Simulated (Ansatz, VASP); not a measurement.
# Two plane-wave programs on BaNaF

```
Na Ba F
1.0
     4.44220    0.00000    0.00000
    -2.22110    3.84706    0.00000
     0.00000    0.00000    6.72212
Na Ba F
1 1 1
Cartesian
  0.0000 0.0000 0.0000
  0.0000 2.5647 3.3611
  2.2211 1.2824 3.3611
```

Change from the starting cell: species swapped into the HoCuSi type (P-6m2, No. 187).

Alike in both runs: functional PBE; k mesh 6 × 6 × 4; occupations gaussian, width 0.1 eV; no spin polarisation.

Ansatz relaxed the structure, and its values are those at the end. VASP's run is a single point on that final structure, the one shown.

|  | VASP | Ansatz |
| --- | --- | --- |
| version | VASP 6.6.1 | Ansatz 0.2.0 |
| potentials or method | VASP PAW PBE potentials, release 64 (Na_pv, Ba_sv, F), cutoff 520 eV | scalar-relativistic, plane waves, PAW |
| valence electrons in the cell | 24 | 26 |

Ansatz gave:

```
gap on the k mesh at the Fermi level (eV) : none
pressure (GPa)                            : 0.1
```

Q: What did VASP give for the same quantities?

A: gap on the k mesh at the Fermi level (eV): none; pressure (GPa): 0.4.

A gap of «none» marks a metal or a gap that the smearing closes. With one functional, cell and mesh, what is left measures potentials, basis and numerics. VASP's potentials hold 24 valence electrons a cell and Ansatz's 26, so a difference there can come from the potentials and not from the codes.

Neither program's run includes spin-orbit coupling.
